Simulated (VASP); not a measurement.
A run of VASP 6.6.1 is set up as follows.

INCAR

```
SYSTEM = CuAu
ALGO = Normal
EDIFF = 1E-6
ENCUT = 600
GGA = PS
GGA_COMPAT = .False.
ISIF = 2
ISMEAR = 0
LASPH = .True.
LCHARG = .False.
LREAL = .False.
LWAVE = .False.
NBANDS = 18
NELM = 120
PREC = Accurate
SIGMA = 0.15
```

KPOINTS

```
k-points
0
Gamma
  18 18 14
  0 0 0
```

The input POSCAR:

```
CuAu
1.0
    2.8000000000      0.0000000000      0.0000000000
    0.0000000000      2.8000000000      0.0000000000
    0.0000000000      0.0000000000      3.6700000000
Cu Au
1 1
Direct
    0.5000000000      0.5000000000      0.5000000000
   -0.0535714286      0.0000000000      0.0000000000
```

Potentials or basis: VASP PAW PBE potentials, release 64 (Cu, Au).

Command:

```sh
$ cat potpaw_PBE.64/Cu/POTCAR potpaw_PBE.64/Au/POTCAR > POTCAR
$ mpirun -np 1 vasp_std > vasp.out
```

What does it give for the largest force?

0.511 eV/Å.

Estimate the pressure.

-0.9 GPa.

Estimate the band gap on the k mesh.

zero (bands 11 and 12 overlap by 7.24 eV).

Stress tensor (GPa, compression positive):
```
-1.68  0.00  0.00
 0.00 -0.52  0.00
 0.00  0.00 -0.46
```

Caveat: the cell differs from its parent crystal (atom 2 (Au) moved by (-0.150, +0.000) A along x and z); the PAW data sets were made with another functional, which shifts forces and pressure a little; spin-orbit coupling is left out, which moves the levels of the heavy elements.
